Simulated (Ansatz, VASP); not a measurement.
**Two plane-wave programs on Au**

The input INCAR:

```
SYSTEM = Au
  ALGO = Fast
  EDIFF = 1E-6
  EDIFFG = -0.01
  ENCUT = 600
  GGA = PE
  IBRION = 2
  ISIF = 3
  ISMEAR = 0
  LASPH = .True.
  LCHARG = .False.
  LREAL = .False.
  LWAVE = .False.
  NELM = 60
  NSW = 100
  PREC = Accurate
  SIGMA = 0.1
```

File KPOINTS:

```
k-points
0
Gamma
  10 10 10
  0 0 0
```

Contents of POSCAR:

```
Au
1.0
    0.0000000000      3.8858696345      3.8858696345
    3.8858696345      0.0000000000      3.8858696345
    3.8858696345      3.8858696345      0.0000000000
Au
4
Direct
    0.6250000000      0.6250000000      0.6250000000
    0.6250000000      0.6250000000      0.1250000000
    0.6250000000      0.1250000000      0.6250000000
    0.1250000000      0.6250000000      0.6250000000
```

Input for Ansatz:

```yaml
crystal:
  lattice:
    - [0.0, 3.8858696345, 3.8858696345]
    - [3.8858696345, 0.0, 3.8858696345]
    - [3.8858696345, 3.8858696345, 0.0]
  atoms:
    - { symbol: Au, position: [0.625, 0.625, 0.625] }
    - { symbol: Au, position: [0.625, 0.625, 0.125] }
    - { symbol: Au, position: [0.625, 0.125, 0.625] }
    - { symbol: Au, position: [0.125, 0.625, 0.625] }
basis:
  ecutwfc: 420
kpoints:
  mp_grid: { grid: [10, 10, 10] }
hamiltonian:
  xc: pbe
scf:
  occupations: { method: gaussian, width: 0.1 }
output:
  forces: true
  stress: true
  eigenvalues: true
relax:
  adjacent_minimum: "off"
  f_tol: 0.01
  max_steps: 80
  cell: { stress_tol: 0.05 }
```

Alike in both runs: task relaxation of cell and atoms; functional PBE; k mesh 10 × 10 × 10; occupations gaussian, width 0.1 eV; no spin polarisation.

|  | VASP | Ansatz |
| --- | --- | --- |
| version | VASP 6.6.1 | Ansatz 0.2.0 |
| potentials or method | VASP PAW PBE potentials, release 64 (Au), cutoff 600 eV | scalar-relativistic, plane waves, PAW |
| valence electrons in the cell | 44 | 76 |

|  | VASP | Ansatz | Ansatz less VASP |
| --- | --- | --- | --- |
| gap on the k mesh at the Fermi level, each at its own relaxed structure (eV) | none | none | - |
| relaxed volume (Å³/atom) | 29.28 | 29.31 | +0.032 |
| relaxed length of the cell vector where the two differ most in proportion (Å) | 5.492 | 5.494 | +0.0020 |

A gap of «none» marks a metal or a gap that the smearing closes. VASP's potentials hold 44 valence electrons a cell and Ansatz's 76, so a difference there can come from the potentials and not from the codes.

Neither program's run includes spin-orbit coupling.
